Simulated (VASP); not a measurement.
Runs of VASP 6.6.1 on Au. The structure is that of space group Fd-3m (No. 227), or close to it. The cells are those of the table. 

| task | cell | cutoff (eV) | gap on the mesh (eV) | pressure (GPa) |
| --- | --- | --- | --- | --- |
| single point | a = 4.017 Å, angles 60.0°, 2 atoms | 520 | none | 19.8 |
| single point | a = 4.110 Å, angles 60.0°, 2 atoms | 520 | none | 9.8 |
| relaxation of cell and atoms | relaxed to 20 GPa from a = 3.960 Å, angles 60.0°, 2 atoms | 600 | none | 20.0 |
| single point | a = 4.256 Å, angles 60.0°, 2 atoms | 520 | none | (a) |
| relaxation of cell and atoms | relaxed to 5 GPa from a = 3.960 Å, angles 60.0°, 2 atoms | 600 | none | 5.0 |
| relaxation of cell and atoms | relaxed to 10 GPa from a = 3.960 Å, angles 60.0°, 2 atoms | 600 | none | 9.8 |
| relaxation of cell and atoms | relaxed from a = 3.960 Å, angles 60.0°, 2 atoms | 600 | none | 0.0 |
| single point | a = 4.172 Å, angles 60.0°, 2 atoms | 520 | none | 4.9 |

Alike in all rows: level PBEsol; potentials or basis VASP PAW PBE potentials, release 64 (Au); no spin polarisation; k mesh 8 × 8 × 8; smearing gaussian 0.05 eV.

Question: Fill in the values left out.

Answer: (a) -0.1.

Caveats: the PAW data sets were made with another functional, which shifts forces and pressure a little; spin-orbit coupling is left out, which moves the levels of the heavy elements; the cell is relaxed towards a set pressure, so the enthalpy falls and the energy may rise (some runs).

A k mesh can miss the band edges, and the runs leave out spin-orbit coupling on Au.

A gap of «none» marks levels without a gap at the run's occupations.
